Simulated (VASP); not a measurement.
A run of VASP 6.6.1 is set up as follows.

INCAR

```
PREC = Accurate ; ENCUT = 520
EDIFF = 1E-6 ; ISMEAR = -1
SIGMA = 0.05 ; LREAL = F
LASPH = T ; NELM = 100
ALGO = Normal ; ISIF = 2
LWAVE = F ; LCHARG = T
GGA = PE ; LELF = T
LVHAR = T ; NBANDS = 10
```

Contents of KPOINTS:

```
regular mesh
0
Gamma
  12 12 12
```

Contents of POSCAR:

```
Na
1.0
   -2.0963250000      2.0963250000      2.1175000000
    2.0963250000     -2.0963250000      2.1175000000
    2.0963250000      2.0963250000     -2.1175000000
Na
1
Direct
    0.0000000000      0.0000000000      0.0000000000
```

Potentials or basis: VASP PAW PBE potentials, release 64 (Na_pv).

Run with:

```sh
$ cat potpaw_PBE.64/Na_pv/POTCAR > POTCAR
$ mpirun -np 1 vasp_std > vasp.out
```

Predict the pressure.

-0.1 GPa.

Caveat: the cell differs from its parent crystal (equal xx and yy strain of -1 %).
